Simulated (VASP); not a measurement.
Set up this calculation in VASP 6.6.1, as the native input.

```
Task                   : relaxation of cell and atoms
Functional             : PBE
Potentials or basis    : VASP PAW PBE potentials, release 64 (Al, O)
Cutoff                 : 600 eV
k mesh                 : 8 × 4 × 4
Occupations            : gaussian, width 0.1 eV
Spin                   : no spin polarisation
Dipole correction      : no
Further INCAR settings : ALGO = Normal; EDIFF = 1e-06; IBRION = 2; EDIFFG = -0.04; NSW = 90; ISIF = 3
```

The structure of AlO2 lies in POSCAR:

```
AlO2
1.0
    2.1425932700      0.0000000000      0.0000000000
    0.0000000000      4.0714096200      0.0000000000
    0.0000000000      0.0000000000      4.6414253600
Al O
1 2
Direct
    0.5000000000      0.0000000000      0.5000000000
    0.5000000000      0.0000000000      0.8376513100
    0.5000000000      0.0000000000      0.1623486900
```

One way to write it, as run:

INCAR

```
ALGO = Normal ; EDIFF = 1E-6
EDIFFG = -0.04 ; ENCUT = 600
GGA = PE ; IBRION = 2
ISIF = 3 ; ISMEAR = 0
LASPH = T ; LCHARG = F
LREAL = F ; LWAVE = F
NELM = 100 ; NSW = 90
PREC = Accurate ; SIGMA = 0.1
```

KPOINTS

```
k-points
0
Gamma
  8 4 4
```

Potentials or basis: VASP PAW PBE potentials, release 64 (Al, O).

Command:

```sh
$ cat potpaw_PBE.64/Al/POTCAR potpaw_PBE.64/O/POTCAR > POTCAR
$ mpirun -np 1 vasp_std > vasp.out
```

Results of the run:

| Item | Value |
| --- | --- |
| Relaxed volume | 14.53 Å³/atom |
| Relaxed cell | a = 2.841 Å, b = 3.212 Å, c = 4.776 Å, α = 90.00°, β = 90.00°, γ = 90.00° |
| Space group after relaxing (to 0.05 Å) | Pmmm (No. 47) |
| Energy gained by relaxing | 1168.1 meV/atom |
| Ionic steps | 27 |
| Pressure after relaxing | 0.1 GPa |
| Largest force after relaxing | 0.031 eV/Å |

Caveat: the k points lie up to 0.49 Å⁻¹ apart in the final cell; an odd number of electrons without spin polarisation forces a metal; a magnetic or distorted state may lie lower.

It took 6.9 min on 1 thread of Intel Xeon 6975P-C, on a shared host, peak memory 0.18 GiB.
